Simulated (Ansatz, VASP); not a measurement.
**Two plane-wave programs on Al**

The input INCAR:

```
PREC = Accurate
ENCUT = 520
EDIFF = 1E-7
ISMEAR = 0
SIGMA = 0.15
LREAL = F
LASPH = T
NELM = 80
ALGO = Normal
ISIF = 2
LWAVE = F
LCHARG = F
GGA = PS
IVDW = 12
NBANDS = 14
```

File KPOINTS:

```
Automatic mesh
0
Gamma
  18 18 6
```

File POSCAR:

```
Al
1.0
    2.7436275675      0.0000000000      0.0000000000
   -1.3718137837      2.3760511720      0.0000000000
    0.0000000000      0.0000000000      9.0044492292
Al
4
Direct
    0.0000000000      0.0000000000      0.0000000000
    0.3333333333      0.6666666667      0.2500000000
    0.0000000000      0.0000000000      0.5000000000
    0.6666666667      0.3333333333      0.7500000000
```

Input for Ansatz:

```yaml
crystal:
  lattice:
    - [2.7436275675, 0.0, 0.0]
    - [-1.3718137837, 2.376051172, 0.0]
    - [0.0, 0.0, 9.0044492292]
  atoms:
    - { symbol: Al, position: [0.0, 0.0, 0.0] }
    - { symbol: Al, position: [0.3333333333, 0.6666666667, 0.25] }
    - { symbol: Al, position: [0.0, 0.0, 0.5] }
    - { symbol: Al, position: [0.6666666667, 0.3333333333, 0.75] }
basis:
  ecutwfc: 420
kpoints:
  mp_grid: { grid: [18, 18, 6] }
hamiltonian:
  xc: pbesol
  pseudopotentials: { kind: paw, azcp: { folder: soft_1 } }
  dispersion: d3bj
scf:
  occupations: { method: gaussian, width: 0.15 }
output:
  forces: true
  stress: true
  eigenvalues: true
```

Alike in both runs: task single point; functional PBEsol; dispersion D3(BJ); k mesh 18 × 18 × 6; occupations gaussian, width 0.15 eV; no spin polarisation.

```csv
,VASP,Ansatz
version,VASP 6.6.1,Ansatz 0.2.0
potentials or method,"VASP PAW PBE potentials, release 64 (Al), cutoff 520 eV","scalar-relativistic, plane waves, PAW"
valence electrons in the cell,12,12
```

Ansatz gave:

| Item | Value |
| --- | --- |
| gap on the k mesh at the Fermi level (eV) | none |
| pressure (GPa) | 6.3 |
| traceless stress, the component that is largest in VASP (GPa) | -0.07 |

Which values does VASP return?

gap on the k mesh at the Fermi level (eV): none; pressure (GPa): 6.5; traceless stress, the component that is largest in VASP (GPa): -0.08.

VASP's potentials were made for PBE, not for PBEsol, and Ansatz warns of the same on its side. A gap of «none» marks a metal or a gap that the smearing closes.
